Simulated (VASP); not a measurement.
A run of VASP 6.6.1 is set up as follows.

File INCAR:

```
PREC     = Accurate       # precision mode
ENCUT    = 500            # plane-wave cutoff, eV
EDIFF    = 1E-6           # SCF threshold, eV
ISMEAR   = 0              # smearing method
SIGMA    = 0.05           # smearing width, eV
LREAL    = F              # projectors in reciprocal space
LASPH    = T              # aspherical terms in the spheres
NELM     = 120            # most SCF steps
ALGO     = Normal         # electronic algorithm
ISIF     = 2              # what is computed and relaxed
LWAVE    = F              # write WAVECAR
LCHARG   = F              # write CHGCAR
NBANDS   = 16             # bands
GGA_COMPAT= F
```

File KPOINTS:

```
regular mesh
0
Gamma
  4 4 4
```

File POSCAR:

```
InP
1.0
    0.0000000000      2.7577060826      3.3092472992
    2.7577060826      0.0000000000      3.3092472992
    2.7577060826      2.7577060826      0.0000000000
In P
1 1
Direct
    0.0000000000      0.0000000000      0.0000000000
    0.7500000000      0.7500000000      0.7500000000
```

Potentials or basis: VASP PAW LDA potentials, release 64 (In_d, P).

The run is started by

```console
$ cat potpaw_LDA.64/In_d/POTCAR potpaw_LDA.64/P/POTCAR > POTCAR
$ mpirun -np 1 vasp_std > vasp.out
```

Estimate the band gap on the k mesh.

zero (filled and empty bands touch).

Estimate the pressure.

-1.2 GPa.

Stress tensor (GPa, compression positive):
```
 2.32  0.00  0.00
 0.00  2.32  0.00
 0.00  0.00 -8.32
```

Caveat: the k points lie up to 0.47 Å⁻¹ apart; spin-orbit coupling is left out, which moves the levels of the heavy elements.
